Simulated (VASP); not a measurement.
A run of VASP 6.6.1:

File INCAR:

```
  PREC = Accurate
  ENCUT = 500
  EDIFF = 1E-6
  ISMEAR = -1
  SIGMA = 0.1
  LREAL = False
  LASPH = True
  NELM = 120
  ALGO = Normal
  ISIF = 2
  LWAVE = False
  LCHARG = False
  GGA = PS
  NBANDS = 26
  GGA_COMPAT = False
```

The input KPOINTS:

```
Automatic mesh
0
Gamma
  6 4 6
```

File POSCAR:

```
CdS
1.0
    3.8984400000      0.0000000000      0.0000000000
    0.0000000000      5.5114900000      0.0000000000
    0.0000000000      0.0000000000      3.8981000000
Cd S
2 2
Direct
    0.5000000000      0.5000000000      0.2430300000
    0.0000000000      0.0000000000      0.7569700000
    0.5000000000      0.0000000000      0.2551600000
    0.0000000000      0.5000000000      0.7448400000
```

Potentials or basis: VASP PAW PBE potentials, release 64 (Cd, S).

The run is started by

```sh
$ cat potpaw_PBE.64/Cd/POTCAR potpaw_PBE.64/S/POTCAR > POTCAR
$ mpirun -np 1 vasp_std > vasp.out
```

Hardware: 1 thread of AMD EPYC 7R13, with other jobs on the host.

**Question.** Estimate the wall time of this run.

**Answer.** It took 3.2 min on 1 thread of AMD EPYC 7R13, with other jobs on the host, peak memory 0.2 GiB. Counts: scf iterations 14, k points 48.
